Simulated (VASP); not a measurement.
Runs of VASP 6.6.1 on Mg. The structure is that of space group I4/mmm (No. 139), or close to it. The cells are those of the table. 

```tsv
cell	gap on the mesh (eV)	pressure (GPa)
a = 3.092 Å, angles 107.2, 107.2, 114.2°, 1 atom	none	(a)
a = 3.105 Å, angles 105.3, 105.3, 118.2°, 1 atom	none	(b)
a = 3.115 Å, angles 104.4, 104.4, 120.3°, 1 atom	none	-1.5
a = 3.098 Å, angles 106.2, 106.2, 116.2°, 1 atom	none	-2.0
a = 3.128 Å, angles 103.4, 103.4, 122.4°, 1 atom	none	-1.1
```

Alike in all rows: task single point; level PBEsol+D3(BJ); potentials or basis VASP PAW PBE potentials, release 64 (Mg); no spin polarisation; k mesh 13 × 13 × 13; cutoff (eV) 600; smearing methfessel-paxton 0.1 eV.

Task: Fill in the values left out.

Result: (a) -2.2; (b) -1.8.

Caveats: the PAW data sets were made with another functional, which shifts forces and pressure a little; the stress differs along the axes, from -3 to 3 GPa (at least some runs).

A gap of «none» marks levels without a gap at the run's occupations.
